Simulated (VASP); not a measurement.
# Li8H7 (a cell with a defect) in VASP: a series of runs, part 2 of 2

VASP 6.6.1. Earlier steps stand in the parts before.

## 3. Single point, PBE, collinear spin (atoms taken out, then relaxed in part)

Input file INCAR:

```
ALGO     = Normal         # electronic algorithm
EDIFF    = 1E-6           # SCF threshold, eV
ENCUT    = 520            # plane-wave cutoff, eV
GGA      = PE             # functional
ISIF     = 2              # what is computed and relaxed
ISMEAR   = 0              # smearing method
ISPIN    = 2              # spin polarisation
LASPH    = True           # aspherical terms in the spheres
LCHARG   = True           # write CHGCAR
LELF     = True           # ELF
LORBIT   = 11             # projections on sites
LREAL    = Auto         
LVHAR    = True         
LWAVE    = False          # write WAVECAR
MAGMOM   = 0.167 0.167 0 0.167 0.167 0 0.167 0.167 0 0 0 0 0 0 0 # initial moments
NBANDS   = 32             # bands
NELM     = 150            # most SCF steps
PREC     = Accurate       # precision mode
SIGMA    = 0.01           # smearing width, eV
```

Input file KPOINTS:

```
k-points
0
Gamma
  2 2 2
```

Input file POSCAR:

```
Li8H7
1.0
    0.0000000000      4.0071000518     -4.0071000518
    4.0071000518      4.0071000518      0.0000000000
    4.0071000518      0.0000000000     -4.0071000518
Li H
8 7
Direct
    0.5041909594      0.4958090406     -0.0041909594
    0.5041909594      0.0041909594     -0.0041909594
    1.0000000000      0.5000000000      0.0000000000
    0.9958090406      0.0041909594     -0.0041909594
    0.5041909594      0.4958090406      0.5041909594
    0.5000000000      0.0000000000      0.5000000000
    0.9958090406      0.4958090406      0.5041909594
    0.9958090406      0.0041909594      0.5041909594
    0.2500000000      0.2500000000      0.2500000000
    0.7500000000      0.7500000000      0.2500000000
    0.7500000000      0.2500000000      0.2500000000
    0.2500000000      0.7500000000      0.7500000000
    0.2500000000      0.2500000000      0.7500000000
    0.7500000000      0.7500000000      0.7500000000
    0.7500000000      0.2500000000      0.7500000000
```

Potentials or basis: VASP PAW PBE potentials, release 64 (Li_sv, H).

The run is started by

```console
> cat potpaw_PBE.64/Li_sv/POTCAR potpaw_PBE.64/H/POTCAR > POTCAR
> mpirun -np 1 vasp_std > vasp.out
```

Wall time 61 s (1 thread of AMD EPYC 7R43 (Zen 3), shared host); peak memory 0.25 GiB.

Results (log left out):

```yaml
Free_energy: -44.2079 eV
Largest_force: 0.003 eV/Å
Net_moment: 0.00 μB per cell
Valence_electrons_inside_the_program's_atomic_spheres: Li 2.09, 2.08 (each value once); H 0.54, 0.55 (each value once)
```

Forces on the atoms (eV/Å):
```
Li  -0.003  0.000  0.000
Li   0.000  0.003  0.000
Li   0.000  0.000  0.000
Li   0.000  0.000  0.003
Li   0.000  0.000 -0.003
Li   0.000  0.000  0.000
Li   0.000 -0.003  0.000
Li   0.003  0.000  0.000
H    0.000  0.000  0.000
H    0.000  0.000  0.000
H    0.000  0.000  0.000
H    0.000  0.000  0.000
H    0.000  0.000  0.000
H    0.000  0.000  0.000
H    0.000  0.000  0.000
```

Levels at points of the mesh, in eV from the Fermi level:
Spin up:
```tsv
k point	band 13	band 14	band 15	band 16	band 17	band 18
(0.00, 0.00, 0.00)	-4.05	-2.12	-2.12	0.91	0.91	0.91
(0.50, 0.00, 0.00)	-3.85	-3.84	-3.84	-0.16	3.23	3.23
(0.50, 0.50, 0.00)	-4.78	-3.78	-2.35	0.58	3.15	3.15
```
Spin down:
```csv
k point,band 12,band 13,band 14,band 15,band 16,band 17,band 18,band 19
"(0.00, 0.00, 0.00)",-4.75,-4.05,-2.12,-2.12,0.91,0.91,0.91,2.01
"(0.50, 0.00, 0.00)",-3.85,-3.85,-3.84,-3.84,-0.16,3.23,3.23,3.27
"(0.50, 0.50, 0.00)",-4.78,-4.78,-3.78,-2.35,0.58,3.15,3.15,3.26
```

Caveat: the k points lie up to 0.68 Å⁻¹ apart; the cell differs from its parent crystal (atoms taken out, then relaxed in part); the cutoff is under 1.25 times the usual one of these potentials, so pressure, stress and relaxed cells hold a basis-set (Pulay) error.

## 4. Relaxation of the atoms, PBE (atoms taken out)

Input file INCAR:

```
SYSTEM = Li8H7
PREC = Accurate ; ENCUT = 520
EDIFF = 1E-6 ; ISMEAR = 0
SIGMA = 0.01 ; LREAL = Auto
LASPH = .True. ; NELM = 100
ALGO = Normal ; ISIF = 2
LWAVE = .False. ; LCHARG = .False.
GGA = PE ; IBRION = 2
NSW = 65 ; EDIFFG = -0.025
NELECT = 32.0
```

Input file KPOINTS:

```
Automatic mesh
0
Gamma
  2 2 2
  0 0 0
```

POSCAR is that of step 3.

Potentials or basis: VASP PAW PBE potentials, release 64 (Li_sv, H).

The run is started by

```console
> cat potpaw_PBE.64/Li_sv/POTCAR potpaw_PBE.64/H/POTCAR > POTCAR
> mpirun -np 1 vasp_std > vasp.out
```

OUTCAR:

```text
SYSTEM = Li8H7
   PREC = Accurate
   ENCUT = 520
   EDIFF = 1E-6
   ISMEAR = 0
   LREAL = Auto
   LASPH = .True.
   NELM = 100
   ISIF = 2
   GGA = PE
   IBRION = 2
   NSW = 65
   EDIFFG = -0.025
   NELECT = 32.0

 ion  position               nearest neighbor table
   1  0.504  0.496  0.996-
   2  0.504  0.004  0.996-
   3  0.000  0.500  0.000-
   4  0.996  0.004  0.996-
   5  0.504  0.496  0.504-
   6  0.500  0.000  0.500-
   7  0.996  0.496  0.504-
   8  0.996  0.004  0.504-
   9  0.250  0.250  0.250-
  10  0.750  0.750  0.250-
  11  0.750  0.250  0.250-
  12  0.250  0.750  0.750-
  13  0.250  0.250  0.750-
  14  0.750  0.750  0.750-
  15  0.750  0.250  0.750-

  LATTYP: Found a face centered cubic cell.
 ALAT       =     8.0142001036

  Lattice vectors:

 A1 = (   0.0000000000,   4.0071000518,  -4.0071000518)
 A2 = (   4.0071000518,   4.0071000518,   0.0000000000)
 A3 = (   4.0071000518,   0.0000000000,  -4.0071000518)

Analysis of symmetry for initial positions (statically):
=====================================================================
 Subroutine PRICEL returns:
 Original cell was already a primitive cell.

 Routine SETGRP: Setting up the symmetry group for a
 face centered cubic supercell.

 Subroutine GETGRP returns: Found 48 space group operations
 (whereof  8 operations were pure point group operations)
 out of a pool of 48 trial point group operations.

The static configuration has the point symmetry C_4v.
 The point group associated with its full space group is O_h .

Analysis of symmetry for dynamics (positions and initial velocities):
=====================================================================
 Subroutine PRICEL returns:
 Original cell was already a primitive cell.

 Routine SETGRP: Setting up the symmetry group for a
 face centered cubic supercell.

 Subroutine GETGRP returns: Found 48 space group operations
 (whereof  8 operations were pure point group operations)
 out of a pool of 48 trial point group operations.

The dynamic configuration has the point symmetry C_4v.
 The point group associated with its full space group is O_h .

 Subroutine INISYM returns: Found 48 space group operations
 (whereof  8 operations are pure point group operations),
 and found     1 'primitive' translations

----------------------------------------------------------------------------------------

                                     Primitive cell

  volume of cell :     128.6828

  direct lattice vectors                    reciprocal lattice vectors
     0.000000000  4.007100052 -4.007100052    -0.124778517  0.124778517 -0.124778517
     4.007100052  4.007100052  0.000000000     0.124778517  0.124778517  0.124778517
     4.007100052  0.000000000 -4.007100052     0.124778517 -0.124778517 -0.124778517

  length of vectors
     5.666895239  5.666895239  5.666895239     0.216122730  0.216122730  0.216122730

  position of ions in fractional coordinates (direct lattice)
     0.504190959  0.495809041  0.995809041
     0.504190959  0.004190959  0.995809041
     0.000000000  0.500000000  0.000000000
     0.995809041  0.004190959  0.995809041
     0.504190959  0.495809041  0.504190959
     0.500000000  0.000000000  0.500000000
[... 28 lines left out ...]
----------------------------------------------------------------------------------------

 KPOINTS: Automatic mesh

Automatic generation of k-mesh.
 Grid dimensions read from file:
 generate k-points for:    2    2    2

 Generating k-lattice:

  Cartesian coordinates                     Fractional coordinates (reciprocal lattice)
    -0.062389258  0.062389258 -0.062389258     0.500000000  0.000000000  0.000000000
     0.062389258  0.062389258  0.062389258     0.000000000  0.500000000  0.000000000
     0.062389258 -0.062389258 -0.062389258     0.000000000  0.000000000  0.500000000

  Length of vectors
     0.108061365  0.108061365  0.108061365

  Shift w.r.t. Gamma in fractional coordinates (k-lattice)
     0.000000000  0.000000000  0.000000000

 Subroutine IBZKPT returns following result:
 ===========================================

 Found      3 irreducible k-points:

 Following reciprocal coordinates:
            Coordinates               Weight
  0.000000  0.000000  0.000000      1.000000
  0.500000  0.000000  0.000000      4.000000
  0.500000  0.500000  0.000000      3.000000
   k-points           NKPTS =      3   k-points in BZ     NKDIM =      3   number of bands    NBANDS=     24
   number of dos      NEDOS =    301   number of ions     NIONS =     15
   total plane-waves  NPLWV =  74088
   dimension x,y,z NGX =    42 NGY =   42 NGZ =   42
   dimension x,y,z NGXF=    84 NGYF=   84 NGZF=   84
   ions per type =               8   7
   NGX,Y,Z   is equivalent  to a cutoff of  12.32, 12.32, 12.32 a.u.
   NGXF,Y,Z  is equivalent  to a cutoff of  24.64, 24.64, 24.64 a.u.
 SYSTEM =  Li8H7
   PREC   = accura    normal or accurate (medium, high low for compatibility)
   ISTART =      0    job   : 0-new  1-cont  2-samecut
   ICHARG =      2    charge: 1-file 2-atom 10-const
   ISPIN  =      1    spin polarized calculation?
   LNONCOLLINEAR =      F non collinear calculations
   LSORBIT =      F    spin-orbit coupling
   LASPH  =      T    aspherical Exc in radial PAW
   ENCUT  =  520.0 eV  38.22 Ry    6.18 a.u.  10.54 10.54 10.54*2*pi/ulx,y,z
   NELM   =    100;   NELMIN=  2; NELMDL= -5     # of ELM steps
   EDIFF  = 0.1E-05   stopping-criterion for ELM
   LREAL  =      T    real-space projection
   EDIFFG = -.3E-01   stopping-criterion for IOM
   NSW    =     65    number of steps for IOM
   IBRION =      2    ionic relax: 0-MD 1-quasi-New 2-CG
   NFREE  =      1    steps in history (QN), initial steepest desc. (CG)
   ISIF   =      2    stress and relaxation
   ISYM   =      2    0-nonsym 1-usesym 2-fastsym
   POTIM  = 0.5000    time-step for ionic-motion
   TEBEG  =    0.0;   TEEND  =   0.0 temperature during run
   PSTRESS=    0.0 pullay stress
   NELECT =      32.0000    total number of electrons
   NUPDOWN=      -1.0000    fix difference up-down
   EMIN   =  10.00;   EMAX   =-10.00  energy-range for DOS
   EFERMI =   0.00;   METHOD = LEGACY
   ISMEAR =     0;   SIGMA  =   0.01  broadening in eV -4-tet -1-fermi 0-gaus
   EFERMI_NEDOS =   21; number of points for ismear=-14 and -15
   IALGO  =     38    algorithm
   IMIX   =      4    mixing-type and parameters
     AMIX     =   0.40;   BMIX     =  1.00
     AMIX_MAG =   1.60;   BMIX_MAG =  1.00
  volume/ion in A,a.u.               =       8.58        57.89
  Fermi-wavevector in a.u.,A,eV,Ry     =   1.029480  1.945435 14.419854  1.059829
  Thomas-Fermi vector in A             =   2.163530
   LORBIT       =      0    0 simple, 1 ext, 2 COOP (PROOUT), +10 PAW based schemes
   GGA     = PE    functional components
   LHFCALC =     F    Hartree Fock is set to
   AEXX    =    0.0000 exact exchange contribution
   IVDW    =     0    specifies the selected vdW correction
   LEPSILON=     F    determine dielectric tensor
   LRPA    =     F    only Hartree local field effects (RPA)
 conjugate gradient relaxation of ions
 non-spin polarized calculation
 Gauss-broadening in eV      SIGMA  =   0.01
  energy-cutoff  :      520.00
  volume of cell :      128.68
 maximum number of plane-waves:      3490
   NGX = 21   NGY = 21   NGZ = 21

--------------------------------------- Ionic step        1  -------------------------------------------

 number of electron      31.9999997 magnetization

 Free energy of the ion-electron system (eV)
  ---------------------------------------------------
  ext. energy  EPLUGINS =         0.00000000
  ---------------------------------------------------
  free energy    TOTEN  =       -41.41897248 eV

  energy without entropy =      -41.41549554  energy(sigma->0) =      -41.41723401

------------------------ aborting loop because EDIFF is reached ----------------------------------------

  FORCE on cell =-STRESS in cart. coord.  units (eV):
  Direction    XX          YY          ZZ          XY          YZ          ZX
  --------------------------------------------------------------------------------------
  -------------------------------------------------------------------------------------
  Total        4.8496850      4.8496850      4.8496850      0.0000000     -0.0000000      0.0000000
  in kB       60.3814528     60.3814528     60.3814528      0.0000000     -0.0000000      0.0000000
  external PRESSURE =      60.3814528 kB  Pullay stress =       0.0000000 kB
[... 134 lines left out ...]
--------------------------------------- Ionic step        4  -------------------------------------------

 number of electron      31.9999978 magnetization

 Free energy of the ion-electron system (eV)
  ---------------------------------------------------
  ext. energy  EPLUGINS =         0.00000000
  ---------------------------------------------------
  free energy    TOTEN  =       -41.46966324 eV

  energy without entropy =      -41.46773496  energy(sigma->0) =      -41.46869910

 E-fermi :   2.8004     XC(G=0):  -8.6168

 val. band max:        2.6838308882   @ k =   0.5000   0.5000   0.0000
 cond. band min:       2.8034374576   @ k =   0.0000   0.0000   0.0000
 fundamental gap:      0.1196065694
 Fermi energy:         2.8003918710

 k-point     1 :       0.0000    0.0000    0.0000
  band No.  band energies     occupation
      1     -44.5831      2.00000
      2     -44.5801      2.00000
      3     -44.2228      2.00000
      4     -44.1934      2.00000
      5     -44.1934      2.00000
      6     -44.1934      2.00000
[... 112 lines left out ...]
  FREE ENERGIE OF THE ION-ELECTRON SYSTEM (eV)
  ---------------------------------------------------
  free  energy   TOTEN  =       -41.4696632414 eV

  energy  without entropy=      -41.4677349624  energy(sigma->0) =      -41.46869910

 reached required accuracy - stopping structural energy minimisation
```

Run time: 81 s. Hardware: 1 thread of AMD EPYC 7R43 (Zen 3), shared host; peak memory 0.2 GiB.

Results:

* Free energy: -41.4697 eV
* Energy gained by relaxing: 3.4 meV/atom
* Ionic steps: 4
* Largest force after relaxing: 0.009 eV/Å

Forces in eV/Å, atoms in the order of the input:
```
Li  -0.009  0.000  0.000
Li   0.000  0.009  0.000
Li   0.000  0.000  0.000
Li   0.000  0.000  0.009
Li   0.000  0.000 -0.009
Li   0.000  0.000  0.000
Li   0.000 -0.009  0.000
Li   0.009  0.000  0.000
H    0.000  0.000  0.000
H    0.000  0.000  0.000
H    0.000  0.000  0.000
H    0.000  0.000  0.000
H    0.000  0.000  0.000
H    0.000  0.000  0.000
H    0.000  0.000  0.000
```

Step by step:
```tsv
step	energy change (eV)	largest force (eV/Å)	pressure (GPa)
1	0.0000	0.2612	6.04
2	-0.0183	0.2206	6.10
3	-0.0501	0.0354	6.16
4	-0.0507	0.0086	6.16
```

Final structure:
```
CELL_PARAMETERS angstrom
0.00000 4.00710 -4.00710
4.00710 4.00710 0.00000
4.00710 0.00000 -4.00710
ATOMIC_POSITIONS crystal
Li 0.49700 0.50300 0.00300
Li 0.49700 0.99700 0.00300
Li 0.00000 0.50000 0.00000
Li 0.00300 0.99700 0.00300
Li 0.49700 0.50300 0.49700
Li 0.50000 0.00000 0.50000
Li 0.00300 0.50300 0.49700
Li 0.00300 0.99700 0.49700
H 0.25000 0.25000 0.25000
H 0.75000 0.75000 0.25000
H 0.75000 0.25000 0.25000
H 0.25000 0.75000 0.75000
H 0.25000 0.25000 0.75000
H 0.75000 0.75000 0.75000
H 0.75000 0.25000 0.75000
```

Caveat: the k points lie up to 0.68 Å⁻¹ apart; the cell carries a net charge on a neutralising background, which shifts energy and pressure; the cell differs from its parent crystal (atoms taken out); the cell is charged against a uniform background, so pressure and absolute levels hang on convention; the cutoff is under 1.25 times the usual one of these potentials, so pressure, stress and relaxed cells hold a basis-set (Pulay) error.

## 5. Relaxation of the atoms, PBE, collinear spin (atoms taken out)

Input file INCAR:

```
SYSTEM = Li8H7
ALGO = Normal
EDIFF = 1E-6
EDIFFG = -0.025
ENCUT = 520
GGA = PE
IBRION = 2
ISIF = 2
ISMEAR = 0
ISPIN = 2
LASPH = .TRUE.
LCHARG = .FALSE.
LORBIT = 11
LREAL = Auto
LWAVE = .FALSE.
MAGMOM = 0.167 0.167 0 0.167 0.167 0 0.167 0.167 0 0 0 0 0 0 0
NELM = 150
NSW = 65
PREC = Accurate
SIGMA = 0.01
```

Input file KPOINTS:

```
k-points
0
G
  2 2 2
  0 0 0
```

Input file POSCAR:

```
Li8H7
1.0
    0.0000000000      4.0071000518     -4.0071000518
    4.0071000518      4.0071000518      0.0000000000
    4.0071000518      0.0000000000     -4.0071000518
Li H
8 7
Direct
    0.5000000000      0.5000000000      0.0000000000
    0.5000000000      0.0000000000      0.0000000000
    1.0000000000      0.5000000000      0.0000000000
    1.0000000000      0.0000000000      0.0000000000
    0.5000000000      0.5000000000      0.5000000000
    0.5000000000      0.0000000000      0.5000000000
    1.0000000000      0.5000000000      0.5000000000
    1.0000000000      0.0000000000      0.5000000000
    0.2500000000      0.2500000000      0.2500000000
    0.7500000000      0.7500000000      0.2500000000
    0.7500000000      0.2500000000      0.2500000000
    0.2500000000      0.7500000000      0.7500000000
    0.2500000000      0.2500000000      0.7500000000
    0.7500000000      0.7500000000      0.7500000000
    0.7500000000      0.2500000000      0.7500000000
```

The run is started by

```console
> cat potpaw_PBE.64/Li_sv/POTCAR potpaw_PBE.64/H/POTCAR > POTCAR
> mpirun -np 1 vasp_std > vasp.out
```

Run time: 89 s. Hardware: 1 thread of AMD EPYC 7R43 (Zen 3), shared host; peak memory 0.26 GiB.

The run converged. Its results:

- Free energy: -44.2077 eV
- Energy gained by relaxing: 1.5 meV/atom
- Ionic steps: 3
- Largest force after relaxing: 0.018 eV/Å
- Net moment: 0.00 μB per cell
- Valence electrons inside the program's atomic spheres: Li 2.09, 2.08 (each value once); H 0.54

Forces on the atoms (eV/Å):
```
Li  -0.018  0.000  0.000
Li   0.000  0.018  0.000
Li   0.000  0.000  0.000
Li   0.000  0.000  0.018
Li   0.000  0.000 -0.018
Li   0.000  0.000  0.000
Li   0.000 -0.018  0.000
Li   0.018  0.000  0.000
H    0.000  0.000  0.000
H    0.000  0.000  0.000
H    0.000  0.000  0.000
H    0.000  0.000  0.000
H    0.000  0.000  0.000
H    0.000  0.000  0.000
H    0.000  0.000  0.000
```

Step by step:
```tsv
step	energy change (eV)	largest force (eV/Å)	pressure (GPa)
1	0.0000	0.2155	0.12
2	-0.0115	0.1523	0.17
3	-0.0220	0.0176	0.21
```

Final structure:
```
Li H
1.0
     0.00000    4.00710   -4.00710
     4.00710    4.00710    0.00000
     4.00710    0.00000   -4.00710
Li H
8 7
Direct
  0.50389 0.49611 0.99611
  0.50389 0.00389 0.99611
  0.00000 0.50000 0.00000
  0.99611 0.00389 0.99611
  0.50389 0.49611 0.50389
  0.50000 0.00000 0.50000
  0.99611 0.49611 0.50389
  0.99611 0.00389 0.50389
  0.25000 0.25000 0.25000
  0.75000 0.75000 0.25000
  0.75000 0.25000 0.25000
  0.25000 0.75000 0.75000
  0.25000 0.25000 0.75000
  0.75000 0.75000 0.75000
  0.75000 0.25000 0.75000
```

Levels at points of the mesh, in eV from the Fermi level:
Spin up:
| k point | band 11 | band 12 | band 13 | band 14 | band 15 | band 16 | band 17 | band 18 | band 19 | band 20 |
| --- | --- | --- | --- | --- | --- | --- | --- | --- | --- | --- |
| (0.00, 0.00, 0.00) | -4.74 | -4.74 | -4.02 | -2.11 | -2.11 | 0.92 | 0.92 | 0.92 | 2.00 | 2.83 |
| (0.50, 0.00, 0.00) | -4.09 | -3.84 | -3.84 | -3.83 | -3.83 | -0.16 | 3.24 | 3.24 | 3.28 | 3.64 |
| (0.50, 0.50, 0.00) | -4.78 | -4.77 | -4.77 | -3.77 | -2.34 | 0.58 | 3.16 | 3.16 | 3.27 | 3.27 |
Spin down:
```tsv
k point	band 11	band 12	band 13	band 14	band 15	band 16	band 17	band 18	band 19	band 20
(0.00, 0.00, 0.00)	-4.74	-4.74	-4.02	-2.11	-2.11	0.92	0.92	0.92	2.00	2.83
(0.50, 0.00, 0.00)	-4.09	-3.84	-3.84	-3.83	-3.83	-0.16	3.24	3.24	3.28	3.64
(0.50, 0.50, 0.00)	-4.78	-4.77	-4.77	-3.77	-2.34	0.58	3.16	3.16	3.27	3.27
```

Caveat: the k points lie up to 0.68 Å⁻¹ apart; the cell differs from its parent crystal (atoms taken out); the cutoff is under 1.25 times the usual one of these potentials, so pressure, stress and relaxed cells hold a basis-set (Pulay) error.
